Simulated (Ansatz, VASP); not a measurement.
**One calculation of SrTl3Ag, two programs**

```
Sr Tl Ag
1.0
     5.01349    0.00000    0.00000
     0.00000    5.01349    0.00000
     0.00000    0.00000    5.01349
Sr Tl Ag
1 3 1
Direct
  0.00000 0.00000 0.00000
  0.00000 0.50000 0.50000
  0.50000 0.00000 0.50000
  0.50000 0.50000 0.00000
  0.50000 0.50000 0.50000
```

Change from the starting cell: species swapped into the RbCdF3 type (Pm-3m, No. 221).

Alike in both runs: task single point; functional PBE; k mesh 4 × 4 × 4; occupations gaussian, width 0.1 eV; no spin polarisation.

|  | VASP | Ansatz |
| --- | --- | --- |
| version | VASP 6.6.1 | Ansatz 0.2.0 |
| potentials or method | VASP PAW PBE potentials, release 64 (Sr_sv, Tl_d, Ag), cutoff 520 eV | scalar-relativistic, plane waves, PAW |
| valence electrons in the cell | 60 | 68 |

VASP gave:

```
gap on the k mesh at the Fermi level (eV) : none
pressure (GPa)                            : 19.1
```

Problem. Which values does Ansatz return?

Solution. gap on the k mesh at the Fermi level (eV): none; pressure (GPa): 19.2.

A gap of «none» marks a metal or a gap that the smearing closes. VASP's potentials hold 60 valence electrons a cell and Ansatz's 68, so a difference there can come from the potentials and not from the codes.

Neither program's run includes spin-orbit coupling.
